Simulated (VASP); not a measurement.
# BaTiO3 (Pm-3m) in VASP: notebook

Runs on BaTiO3. Level: PBE. Tasks: single point.

Everything below comes from runs of VASP 6.6.1. Logs are shortened: lines on timing, memory, paths and dates and some standing lists are left out, and cuts for length are marked.

## (1) The cell of the first run

Symmetry: Pm-3m, No. 221, cubic system. Conventional cell: a = 4.007 Å, b = 4.007 Å, c = 4.007 Å, α = 90.00°, β = 90.00°, γ = 90.00°. Ba (site symmetry m-3m) has 12 O at 2.83 Å and 8 Ti at 3.47 Å within 3.7 Å. Ti (site symmetry m-3m) has 6 O at 2.00 Å within 2.7 Å. Within 2.7 Å of O (site symmetry 4/mmm) lie 2 Ti at 2.00 Å.

## (2) Single point, PBE

The input, INCAR:

```
PREC     = Accurate       # precision mode
ENCUT    = 520            # plane-wave cutoff, eV
EDIFF    = 1E-6           # SCF threshold, eV
ISMEAR   = -1             # smearing method
SIGMA    = 0.05           # smearing width, eV
LREAL    = False          # projectors in reciprocal space
LASPH    = True           # aspherical terms in the spheres
NELM     = 80             # most SCF steps
ALGO     = Normal         # electronic algorithm
ISIF     = 2              # what is computed and relaxed
LWAVE    = False          # write WAVECAR
LCHARG   = False          # write CHGCAR
GGA      = PE             # functional
NBANDS   = 28             # bands
```

The input, KPOINTS:

```
Automatic mesh
0
Gamma
  8 8 8
```

The input, POSCAR:

```
BaTiO3
1.0
    4.0073000000      0.0000000000      0.0000000000
    0.0000000000      4.0073000000      0.0000000000
    0.0000000000      0.0000000000      4.0073000000
Ba Ti O
1 1 3
Direct
    0.5000000000      0.5000000000      0.5000000000
    0.0000000000      0.0000000000      0.0000000000
    0.5000000000      0.0000000000      0.0000000000
    0.0000000000      0.5000000000      0.0000000000
    0.0000000000      0.0000000000      0.5000000000
```

Potentials or basis: VASP PAW PBE potentials, release 64 (Ba_sv, Ti_sv, O).

Started as:

```bash
$ cat potpaw_PBE.64/Ba_sv/POTCAR potpaw_PBE.64/Ti_sv/POTCAR potpaw_PBE.64/O/POTCAR > POTCAR
$ mpirun -np 1 vasp_std > vasp.out
```

OUTCAR:

```text
PREC = Accurate
   ENCUT = 520
   EDIFF = 1E-6
   ISMEAR = -1
   LREAL = False
   LASPH = True
   NELM = 80
   ISIF = 2
   GGA = PE

 ion  position               nearest neighbor table
   1  0.500  0.500  0.500-   3 2.83   4 2.83   5 2.83   3 2.83   4 2.83   3 2.83   5 2.83   3 2.83
                             4 2.83   5 2.83   4 2.83   5 2.83   2 3.47   2 3.47   2 3.47   2 3.47
   2  0.000  0.000  0.000-   3 2.00   4 2.00   5 2.00   5 2.00   4 2.00   3 2.00   1 3.47   1 3.47
                             1 3.47   1 3.47   1 3.47   1 3.47   1 3.47   1 3.47
   3  0.500  0.000  0.000-   2 2.00   2 2.00   1 2.83   1 2.83   1 2.83   1 2.83
   4  0.000  0.500  0.000-   2 2.00   2 2.00   1 2.83   1 2.83   1 2.83   1 2.83
   5  0.000  0.000  0.500-   2 2.00   2 2.00   1 2.83   1 2.83   1 2.83   1 2.83

  LATTYP: Found a simple cubic cell.
 ALAT       =     4.0073000000

  Lattice vectors:

 A1 = (   4.0073000000,   0.0000000000,   0.0000000000)
 A2 = (   0.0000000000,   4.0073000000,   0.0000000000)
 A3 = (   0.0000000000,   0.0000000000,   4.0073000000)

Analysis of symmetry for initial positions (statically):
=====================================================================
 Subroutine PRICEL returns:
 Original cell was already a primitive cell.

 Routine SETGRP: Setting up the symmetry group for a
 simple cubic supercell.

 Subroutine GETGRP returns: Found 48 space group operations
 (whereof 48 operations were pure point group operations)
 out of a pool of 48 trial point group operations.

The static configuration has the point symmetry O_h .

Analysis of symmetry for dynamics (positions and initial velocities):
=====================================================================
 Subroutine PRICEL returns:
 Original cell was already a primitive cell.

 Routine SETGRP: Setting up the symmetry group for a
 simple cubic supercell.

 Subroutine GETGRP returns: Found 48 space group operations
 (whereof 48 operations were pure point group operations)
 out of a pool of 48 trial point group operations.

The dynamic configuration has the point symmetry O_h .

 Subroutine INISYM returns: Found 48 space group operations
 (whereof 48 operations are pure point group operations),
 and found     1 'primitive' translations

----------------------------------------------------------------------------------------

                                     Primitive cell

  volume of cell :      64.3510

  direct lattice vectors                    reciprocal lattice vectors
     4.007300000  0.000000000  0.000000000     0.249544581  0.000000000  0.000000000
     0.000000000  4.007300000  0.000000000     0.000000000  0.249544581  0.000000000
     0.000000000  0.000000000  4.007300000     0.000000000  0.000000000  0.249544581

  length of vectors
     4.007300000  4.007300000  4.007300000     0.249544581  0.249544581  0.249544581

  position of ions in fractional coordinates (direct lattice)
     0.500000000  0.500000000  0.500000000
     0.000000000  0.000000000  0.000000000
     0.500000000  0.000000000  0.000000000
     0.000000000  0.500000000  0.000000000
     0.000000000  0.000000000  0.500000000

  ion indices of the primitive-cell ions
   primitive index   ion index
                 1           1
                 2           2
                 3           3
                 4           4
                 5           5

----------------------------------------------------------------------------------------

 KPOINTS: Automatic mesh

Automatic generation of k-mesh.
 Grid dimensions read from file:
 generate k-points for:    8    8    8

 Generating k-lattice:

  Cartesian coordinates                     Fractional coordinates (reciprocal lattice)
     0.031193073  0.000000000  0.000000000     0.125000000  0.000000000  0.000000000
     0.000000000  0.031193073  0.000000000     0.000000000  0.125000000  0.000000000
     0.000000000  0.000000000  0.031193073     0.000000000  0.000000000  0.125000000

  Length of vectors
     0.031193073  0.031193073  0.031193073

  Shift w.r.t. Gamma in fractional coordinates (k-lattice)
     0.000000000  0.000000000  0.000000000

 Subroutine IBZKPT returns following result:
 ===========================================

 Found     35 irreducible k-points:

 Following reciprocal coordinates:
            Coordinates               Weight
  0.000000  0.000000  0.000000      1.000000
  0.125000  0.000000  0.000000      6.000000
  0.250000  0.000000  0.000000      6.000000
  0.375000  0.000000  0.000000      6.000000
  0.500000  0.000000  0.000000      3.000000
  0.125000  0.125000  0.000000     12.000000
[... 16 lines left out ...]
  0.375000  0.375000  0.125000     24.000000
  0.500000  0.375000  0.125000     24.000000
 [... further k-points ...]
   k-points           NKPTS =     35   k-points in BZ     NKDIM =     35   number of bands    NBANDS=     28
   number of dos      NEDOS =    301   number of ions     NIONS =      5
   total plane-waves  NPLWV =  27000
   dimension x,y,z NGX =    30 NGY =   30 NGZ =   30
   dimension x,y,z NGXF=    60 NGYF=   60 NGZF=   60
   ions per type =               1   1   3
   NGX,Y,Z   is equivalent  to a cutoff of  12.45, 12.45, 12.45 a.u.
   NGXF,Y,Z  is equivalent  to a cutoff of  24.89, 24.89, 24.89 a.u.
 SYSTEM =  unknown system
   PREC   = accura    normal or accurate (medium, high low for compatibility)
   ISTART =      0    job   : 0-new  1-cont  2-samecut
   ICHARG =      2    charge: 1-file 2-atom 10-const
   ISPIN  =      1    spin polarized calculation?
   LNONCOLLINEAR =      F non collinear calculations
   LSORBIT =      F    spin-orbit coupling
   LASPH  =      T    aspherical Exc in radial PAW
   ENCUT  =  520.0 eV  38.22 Ry    6.18 a.u.   7.45  7.45  7.45*2*pi/ulx,y,z
   NELM   =     80;   NELMIN=  2; NELMDL= -5     # of ELM steps
   EDIFF  = 0.1E-05   stopping-criterion for ELM
   LREAL  =      F    real-space projection
[... 7 lines left out ...]
   TEBEG  =    0.0;   TEEND  =   0.0 temperature during run
   PSTRESS=    0.0 pullay stress
   NELECT =      40.0000    total number of electrons
   NUPDOWN=      -1.0000    fix difference up-down
   EMIN   =  10.00;   EMAX   =-10.00  energy-range for DOS
   EFERMI =   0.00;   METHOD = LEGACY
   ISMEAR =    -1;   SIGMA  =   0.05  broadening in eV -4-tet -1-fermi 0-gaus
   EFERMI_NEDOS =   21; number of points for ismear=-14 and -15
   IALGO  =     38    algorithm
   IMIX   =      4    mixing-type and parameters
     AMIX     =   0.40;   BMIX     =  1.00
     AMIX_MAG =   1.60;   BMIX_MAG =  1.00
  volume/ion in A,a.u.               =      12.87        86.85
  Fermi-wavevector in a.u.,A,eV,Ry     =   1.397150  2.640230 26.558947  1.952028
  Thomas-Fermi vector in A             =   2.520434
   LORBIT       =      0    0 simple, 1 ext, 2 COOP (PROOUT), +10 PAW based schemes
   GGA     = PE    functional components
   LHFCALC =     F    Hartree Fock is set to
   AEXX    =    0.0000 exact exchange contribution
   IVDW    =     0    specifies the selected vdW correction
   LEPSILON=     F    determine dielectric tensor
   LRPA    =     F    only Hartree local field effects (RPA)
 non-spin polarized calculation
  energy-cutoff  :      520.00
  volume of cell :       64.35
 maximum number of plane-waves:      1763
 NGX is ok and might be reduce to    30
   NGX = 15   NGY = 15   NGZ = 15

 number of electron      39.9999976 magnetization

 Free energy of the ion-electron system (eV)
  ---------------------------------------------------
  ext. energy  EPLUGINS =         0.00000000
  ---------------------------------------------------
  free energy    TOTEN  =       -39.97215667 eV

  energy without entropy =      -39.97215667  energy(sigma->0) =      -39.97215667

 E-fermi :   4.6899     XC(G=0): -11.2412

 val. band max:        3.8062515841   @ k =   0.5000   0.5000   0.5000
 cond. band min:       5.5446919957   @ k =   0.0000   0.0000   0.0000
 fundamental gap:      1.7384404116
 Fermi energy:         4.6898807099

 k-point     1 :       0.0000    0.0000    0.0000
  band No.  band energies     occupation
      1     -52.8458      2.00000
      2     -29.0548      2.00000
      3     -29.0548      2.00000
      4     -29.0548      2.00000
      5     -21.0158      2.00000
      6     -13.0787      2.00000
[... 20 lines left out ...]
     27       8.8525      0.00000
     28      11.1499      0.00000

 k-point     2 :       0.1250    0.0000    0.0000
  band No.  band energies     occupation
      1     -52.8456      2.00000
      2     -29.0624      2.00000
      3     -29.0546      2.00000
      4     -29.0546      2.00000
      5     -20.9990      2.00000
      6     -13.0861      2.00000
[... 20 lines left out ...]
     27       9.1596      0.00000
     28      11.5242      0.00000

 k-point     3 :       0.2500    0.0000    0.0000
  band No.  band energies     occupation
      1     -52.8453      2.00000
      2     -29.0806      2.00000
      3     -29.0539      2.00000
      4     -29.0539      2.00000
      5     -20.9580      2.00000
      6     -13.1484      2.00000
[... 20 lines left out ...]
     27       9.9683      0.00000
     28      12.1593      0.00000

 k-point     4 :       0.3750    0.0000    0.0000
  band No.  band energies     occupation
      1     -52.8449      2.00000
      2     -29.0986      2.00000
      3     -29.0531      2.00000
      4     -29.0531      2.00000
      5     -20.9161      2.00000
      6     -13.2514      2.00000
[... 20 lines left out ...]
     27      10.9236      0.00000
     28      12.0397      0.00000

 k-point     5 :       0.5000    0.0000    0.0000
  band No.  band energies     occupation
      1     -52.8448      2.00000
      2     -29.1061      2.00000
      3     -29.0529      2.00000
      4     -29.0529      2.00000
      5     -20.8985      2.00000
      6     -13.3001      2.00000
[... 20 lines left out ...]
     27      11.3853      0.00000
     28      11.9893      0.00000

 k-point     6 :       0.1250    0.1250    0.0000
  band No.  band energies     occupation
      1     -52.8455      2.00000
      2     -29.0623      2.00000
      3     -29.0619      2.00000
      4     -29.0543      2.00000
      5     -20.9831      2.00000
      6     -13.0791      2.00000
[... 463 lines left out ...]
      5     -20.8648      2.00000
      6     -12.9627      2.00000
[... 20 lines left out ...]
     27      11.8799      0.00000
     28      12.3431      0.00000

 k-point    22 :       0.5000    0.2500    0.1250
  band No.  band energies     occupation
      1     -52.8442      2.00000
      2     -29.1040      2.00000
      3     -29.0776      2.00000
      4     -29.0593      2.00000
      5     -20.8509      2.00000
      6     -12.9686      2.00000
[... 20 lines left out ...]
     27      12.1402      0.00000
     28      12.2993      0.00000

 k-point    23 :       0.3750    0.3750    0.1250
  band No.  band energies     occupation
      1     -52.8439      2.00000
      2     -29.0958      2.00000
      3     -29.0955      2.00000
      4     -29.0588      2.00000
      5     -20.8364      2.00000
      6     -12.8087      2.00000
[... 20 lines left out ...]
     27      12.0481      0.00000
     28      12.6698      0.00000

 k-point    24 :       0.5000    0.3750    0.1250
  band No.  band energies     occupation
      1     -52.8438      2.00000
      2     -29.1029      2.00000
      3     -29.0952      2.00000
      4     -29.0586      2.00000
      5     -20.8245      2.00000
      6     -12.7532      2.00000
[... 20 lines left out ...]
     27      11.9844      0.00000
     28      12.7907      0.00000

 [... further k-points ...]

------------------------ aborting loop because EDIFF is reached ----------------------------------------

  FORCE on cell =-STRESS in cart. coord.  units (eV):
  Direction    XX          YY          ZZ          XY          YZ          ZX
  --------------------------------------------------------------------------------------
  -------------------------------------------------------------------------------------
  Total        1.3048143      1.3048143      1.3048143      0.0000000     -0.0000000      0.0000000
  in kB       32.4865598     32.4865598     32.4865598      0.0000000     -0.0000000      0.0000000
  external PRESSURE =      32.4865598 kB  Pullay stress =       0.0000000 kB

 VOLUME and BASIS-vectors are now :
 -----------------------------------------------------------------------------
  energy-cutoff  :      520.00
  volume of cell :       64.35
      direct lattice vectors                 reciprocal lattice vectors
     4.007300000  0.000000000  0.000000000     0.249544581  0.000000000  0.000000000
     0.000000000  4.007300000  0.000000000     0.000000000  0.249544581  0.000000000
     0.000000000  0.000000000  4.007300000     0.000000000  0.000000000  0.249544581

 POSITION                                       TOTAL-FORCE (eV/Angst)
 -----------------------------------------------------------------------------------
      2.00365      2.00365      2.00365         0.000000      0.000000      0.000000
      0.00000      0.00000      0.00000         0.000000      0.000000      0.000000
      2.00365      0.00000      0.00000         0.000000      0.000000      0.000000
      0.00000      2.00365      0.00000         0.000000      0.000000      0.000000
      0.00000      0.00000      2.00365         0.000000      0.000000      0.000000
 -----------------------------------------------------------------------------------
    total drift:                               -0.000000     -0.000000      0.000000

  FREE ENERGIE OF THE ION-ELECTRON SYSTEM (eV)
  ---------------------------------------------------
  free  energy   TOTEN  =       -39.9721566722 eV

  energy  without entropy=      -39.9721566696  energy(sigma->0) =      -39.97215667
```

It took 1.7 min on 1 thread of AMD EPYC, shared host; peak memory 0.18 GiB.

What came out:

```yaml
Free_energy: -39.9722 eV
Pressure: 3.2 GPa
Band_gap_on_the_k_mesh: 1.74 eV (least direct gap 1.89 eV)
```

Caveat: the cell stands under pressure; spin-orbit coupling is left out, which moves the levels of the heavy elements. A k mesh can miss the band edges.

## (3) Single point, PBE (12.10 Å³/atom)

This run uses another cell than the first one, of 12.10 Å³/atom.

The input, INCAR:

```
SYSTEM = BaTiO3
ALGO = Normal
EDIFF = 1E-6
ENCUT = 520
GGA = PE
ISIF = 2
ISMEAR = -1
LASPH = .True.
LCHARG = .False.
LREAL = .False.
LWAVE = .False.
NBANDS = 28
NELM = 100
PREC = Accurate
SIGMA = 0.05
```

The input, KPOINTS:

```
k-points
0
Gamma
  8 8 8
  0 0 0
```

POSCAR, as its differences from that of step 2:

```diff
@@ -2,5 +2,5 @@
 1.0
-    4.0073000000      0.0000000000      0.0000000000
-    0.0000000000      4.0073000000      0.0000000000
-    0.0000000000      0.0000000000      4.0073000000
+    3.9254954135      0.0000000000      0.0000000000
+    0.0000000000      3.9254954135      0.0000000000
+    0.0000000000      0.0000000000      3.9254954135
 Ba Ti O
```

Potentials or basis: VASP PAW PBE potentials, release 64 (Ba_sv, Ti_sv, O).

Started as:

```bash
$ cat potpaw_PBE.64/Ba_sv/POTCAR potpaw_PBE.64/Ti_sv/POTCAR potpaw_PBE.64/O/POTCAR > POTCAR
$ mpirun -np 1 vasp_std > vasp.out
```

Run time: 1.8 min. Hardware: 1 thread of Intel Xeon 8259CL, shared host; peak memory 0.21 GiB.

It converged, with:

```
Free energy            : -39.7471 eV
Pressure               : 15.8 GPa
Band gap on the k mesh : 1.86 eV (least direct gap 1.94 eV)
```

Levels at points of the mesh, in eV from the valence-band top:
```
           k point  band 17  band 18  band 19  band 20  band 21  band 22  band 23  band 24
(0.00, 0.00, 0.00)    -1.19    -0.09    -0.09    -0.09     1.86     1.86     1.86     4.31
(0.50, 0.00, 0.00)    -1.90    -1.90    -0.71    -0.71     2.04     3.79     3.79     4.33
(0.50, 0.50, 0.00)    -1.69    -0.83    -0.83    -0.10     3.80     3.80     4.23     5.26
(0.50, 0.50, 0.50)    -2.37     0.00     0.00     0.00     4.53     4.53     4.53     6.99
```

Caveat: the cell stands under pressure; spin-orbit coupling is left out, which moves the levels of the heavy elements. A k mesh can miss the band edges.
